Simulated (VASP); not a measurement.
Write the native input for VASP 6.6.1 that does the following.

```yaml
Task: single point
Functional: PBE
Potentials_or_basis: VASP PAW PBE potentials, release 64 (La, N)
Cutoff: 520 eV
k_mesh: 3 × 2 × 2
Occupations: fermi-dirac, width 0.1 eV
Spin: no spin polarisation
Dipole_correction: no
Further_INCAR_settings: LREAL = Auto; ALGO = Normal; EDIFF = 1e-06; NBANDS = 78
```

The structure of LaN lies in POSCAR:

```
LaN
1.0
    5.7540760000     -0.0548590000     -0.5652460000
    0.2246590000      7.3444360000      0.1331880000
    0.0854480000      0.9412290000      7.1234440000
La N
8 8
Direct
    0.5044826722      0.9460942976      0.2321150282
    0.6006585960      0.8770220116      0.8090639950
    0.7907509278      0.3141899911      0.0903292652
    0.1089794771      0.0454528554      0.8949818990
    0.9840260111      0.8822595357      0.4980573138
    0.3560926357      0.2050697676      0.5123249520
    0.3170715866      0.5438991973      0.1751023241
    0.2774709881      0.5317518297      0.7412462853
    0.1230967502      0.1010315996      0.2557261276
    0.7020611537      0.4002208889      0.6777284470
    0.6750105385      0.6359860730      0.1035140157
    0.0707105903      0.8213698695      0.1647640198
    0.8731754764      0.2461454073      0.5899396880
    0.9988361769      0.3589565182      0.4549774593
    0.8541397851      0.5085362648      0.7260265075
    0.8483006774      0.8342181455      0.1138799882
```

These files were run (other wordings do the same):

INCAR

```
PREC = Accurate
ENCUT = 520
EDIFF = 1E-6
ISMEAR = -1
SIGMA = 0.1
LREAL = Auto
LASPH = True
NELM = 80
ALGO = Normal
ISIF = 2
LWAVE = False
LCHARG = False
GGA = PE
NBANDS = 78
```

KPOINTS

```
Automatic mesh
0
Gamma
  3 2 2
```

Potentials or basis: VASP PAW PBE potentials, release 64 (La, N).

Command:

```console
$ cat potpaw_PBE.64/La/POTCAR potpaw_PBE.64/N/POTCAR > POTCAR
$ mpirun -np 1 vasp_std > vasp.out
```

Results of the run:

| Property | Result |
| --- | --- |
| Pressure | 6.0 GPa |
| Largest force | 3.589 eV/Å |
| Band gap on the k mesh | zero (bands 64 and 65 overlap by 0.06 eV) |

Caveat: the k points lie up to 0.44 Å⁻¹ apart; the standard files for N, O and F lose accuracy on very short bonds; spin-orbit coupling is left out, which moves the levels of the heavy elements.

Run time: 7.5 min on 1 thread of Intel(R) Xeon(R) Platinum 8488C (Sapphire Rapids), on a shared host, peak memory 0.43 GiB.
